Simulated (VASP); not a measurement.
Write the native input for VASP 6.6.1 that does the following.

```
Task                   : single point
Functional             : r2SCAN
Potentials or basis    : VASP PAW PBE potentials, release 64 (Sn_d)
Cutoff                 : 520 eV
k mesh                 : 18 × 18 × 18
Occupations            : gaussian, width 0.15 eV
Spin                   : no spin polarisation
Dipole correction      : no
Further INCAR settings : ALGO = Normal; EDIFF = 1e-07; NBANDS = 13
```

Sn:

```xyz
1
Lattice="-1.8947 1.8947 1.9515 1.8947 -1.8947 1.9515 1.8947 1.8947 -1.9515" Properties=species:S:1:pos:R:3 pbc="T T T"
Sn    0.0000    0.0000    0.0000
```

This cell differs from its parent crystal: strain +0.000 along x and y, +0.030 along z.

The input as run:

POSCAR

```
Sn
1.0
   -1.8946518192      1.8946518192      1.9514913738
    1.8946518192     -1.8946518192      1.9514913738
    1.8946518192      1.8946518192     -1.9514913738
Sn
1
Direct
    0.0000000000      0.0000000000      0.0000000000
```

INCAR.step1

```
PREC = Accurate
ENCUT = 520
ISMEAR = 0
SIGMA = 0.15
LREAL = False
LASPH = True
NELM = 80
NBANDS = 13
GGA = PE
ALGO = Normal
EDIFF = 1E-4
LWAVE = True
LCHARG = False
```

INCAR.step2

```
PREC = Accurate
ENCUT = 520
EDIFF = 1E-7
ISMEAR = 0
SIGMA = 0.15
LREAL = False
LASPH = True
NELM = 80
ALGO = Normal
ISIF = 2
LWAVE = False
LCHARG = False
METAGGA = R2SCAN
LMIXTAU = True
NBANDS = 13
ISTART = 1
```

KPOINTS

```
regular mesh
0
Gamma
  18 18 18
```

Potentials or basis: VASP PAW PBE potentials, release 64 (Sn_d).

The run is started by

```console
$ cat potpaw_PBE.64/Sn_d/POTCAR > POTCAR
$ cp INCAR.step1 INCAR
$ mpirun -np 1 vasp_std > vasp.out
$ cp INCAR.step2 INCAR
$ mpirun -np 1 vasp_std > vasp.out
```

It gave:

```
Pressure               : -1.8 GPa
Band gap on the k mesh : zero (bands 7 and 8 overlap by 10.51 eV)
```

Caveat: the cell differs from its parent crystal (strain +0.000 along x and y, +0.030 along z); the PAW data sets were made with another functional, which shifts forces and pressure a little; spin-orbit coupling is left out, which moves the levels of the heavy elements.

Run time: 5.9 min on 1 thread of Intel(R) Xeon(R) 6975P-C (Granite Rapids), on a shared host, peak memory 0.29 GiB.
